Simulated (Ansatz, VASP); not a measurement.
Sn3Te: VASP beside Ansatz

File INCAR:

```
PREC = Accurate
ENCUT = 520
EDIFF = 1E-6
ISMEAR = -1
SIGMA = 0.05
LREAL = F
LASPH = T
NELM = 100
ALGO = Fast
ISIF = 2
LWAVE = F
LCHARG = F
GGA = PS
NBANDS = 32
```

Contents of KPOINTS:

```
Automatic mesh
0
Gamma
  8 8 8
```

The input POSCAR:

```
Sn3Te
1.0
   -2.3161422189      2.3161422189      5.5530281376
    2.3161422189     -2.3161422189      5.5530281376
    2.3161422189      2.3161422189     -5.5530281376
Te Sn
1 3
Direct
    0.0000000000      0.0000000000      0.0000000000
    0.5000000000      0.5000000000      0.0000000000
    0.2500000000      0.7500000000      0.5000000000
    0.7500000000      0.2500000000      0.5000000000
```

Contents of input.yaml:

```yaml
crystal:
  lattice:
    - [-2.3161422189, 2.3161422189, 5.5530281376]
    - [2.3161422189, -2.3161422189, 5.5530281376]
    - [2.3161422189, 2.3161422189, -5.5530281376]
  atoms:
    - { symbol: Te, position: [0.0, 0.0, 0.0] }
    - { symbol: Sn, position: [0.5, 0.5, 0.0] }
    - { symbol: Sn, position: [0.25, 0.75, 0.5] }
    - { symbol: Sn, position: [0.75, 0.25, 0.5] }
kpoints:
  mp_grid: { grid: [8, 8, 8] }
scf:
  occupations: { method: fermi_dirac, width: 0.05 }
hamiltonian:
  xc: pbesol
  pseudopotentials: { kind: all_electron, lapw: { basis_error: 0.001 } }
output:
  forces: true
  stress: true
  eigenvalues: true
```

Change from the starting cell: volume scaled by 1.02.

Alike in both runs: task single point; functional PBEsol; k mesh 8 × 8 × 8; occupations fermi-dirac, width 0.05 eV; no spin polarisation.

|  | VASP | Ansatz |
| --- | --- | --- |
| version | VASP 6.6.1 | Ansatz 0.2.0 |
| potentials or method | VASP PAW PBE potentials, release 64 (Te, Sn_d), cutoff 520 eV | all-electron LAPW, scalar-relativistic |

VASP gave:

- gap on the k mesh at the Fermi level (eV): none
- pressure (GPa): -3.8
- traceless stress, the component that is largest in VASP (GPa): 0.04

Task: What did Ansatz give for the same quantities?

Result: gap on the k mesh at the Fermi level (eV): none; pressure (GPa): -3.8; traceless stress, the component that is largest in VASP (GPa): 0.06.

VASP's potentials were made for PBE, not for PBEsol. A gap of «none» marks a metal or a gap that the smearing closes. Ansatz ran all-electron here, and VASP with PAW potentials.

Neither program's run includes spin-orbit coupling.
